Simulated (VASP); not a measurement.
Set up this calculation in VASP 6.6.1, as the native input.

- Task: single point
- Functional: PBE
- Potentials or basis: VASP PAW PBE potentials, release 64 (Co, O)
- Cutoff: 520 eV
- k mesh: 16 × 16 × 16
- Occupations: gaussian, width 0.1 eV
- Spin: collinear spin, ferromagnetic start
- Starting moments: [2.74, 0.35] μB
- Dipole correction: no
- Further INCAR settings: ALGO = Normal; EDIFF = 1e-07; NBANDS = 18

The structure of CoO lies in POSCAR:

```
CoO
1.0
    0.0000000000      2.1241565610      2.1241565610
    2.1241565610      0.0000000000      2.1241565610
    2.1241565610      2.1241565610      0.0000000000
Co O
1 1
Direct
    0.0000000000      0.0000000000      0.0000000000
    0.5000000000      0.5000000000      0.5000000000
```

One way to write it, as run:

INCAR

```
SYSTEM = CoO
ALGO = Normal
EDIFF = 1E-7
ENCUT = 520
GGA = PE
ISIF = 2
ISMEAR = 0
ISPIN = 2
LASPH = .True.
LCHARG = .False.
LMAXMIX = 4
LORBIT = 11
LREAL = .False.
LWAVE = .False.
MAGMOM = 2.74 0.35
NBANDS = 18
NELM = 150
PREC = Accurate
SIGMA = 0.1
```

KPOINTS

```
k-points
0
Gamma
  16 16 16
  0 0 0
```

Potentials or basis: VASP PAW PBE potentials, release 64 (Co, O).

Launch:

```console
$ cat potpaw_PBE.64/Co/POTCAR potpaw_PBE.64/O/POTCAR > POTCAR
$ mpirun -np 1 vasp_std > vasp.out
```

It gave:

```yaml
Pressure: -0.6 GPa
Net_moment: 2.89 μB per cell
Site_moments: Co +2.55; O +0.29 μB
Valence_electrons_inside_the_program's_atomic_spheres: Co 7.81; O 4.98
```

Caveat: a cell with one magnetic atom can't hold antiferromagnetic order, which such compounds often take.

Run time: 57 s on 1 thread of Intel(R) Xeon(R) Platinum 8488C (Sapphire Rapids) (shared host), peak memory 0.21 GiB.
